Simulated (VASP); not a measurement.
Hf, 2 atoms in the cell. It takes space group Pmmn (No. 59, orthorhombic). The conventional cell has a = 3.029 Å, b = 4.593 Å, c = 3.142 Å, α = 90.00°, β = 90.00°, γ = 90.00°. Hf (site symmetry mm2) has 12 Hf at 2.90 to 3.54 Å within 3.8 Å. 

```yaml
Program: VASP 6.6.1
Task: single point
Functional: PBE
Potentials_or_basis: VASP PAW PBE potentials, release 64 (Hf_pv)
Cutoff: 520 eV
k_mesh: 6 × 4 × 6
Occupations: gaussian, width 0.1 eV
Spin: no spin polarisation
Dipole_correction: no
Further_INCAR_settings: ALGO = Fast; EDIFF = 1e-06; NBANDS = 17
```

Potentials or basis: VASP PAW PBE potentials, release 64 (Hf_pv).

Launch:

```console
$ cat potpaw_PBE.64/Hf_pv/POTCAR > POTCAR
$ mpirun -np 1 vasp_std > vasp.out
```

Hardware: 1 thread of Intel(R) Xeon(R) Platinum 8488C (Sapphire Rapids), on a shared host.

Q: Estimate the wall time of this run.

A: Wall time 15 s on 1 thread of Intel(R) Xeon(R) Platinum 8488C (Sapphire Rapids), with other jobs on the host, peak memory 0.16 GiB. Counts: scf iterations 13, k points 48.
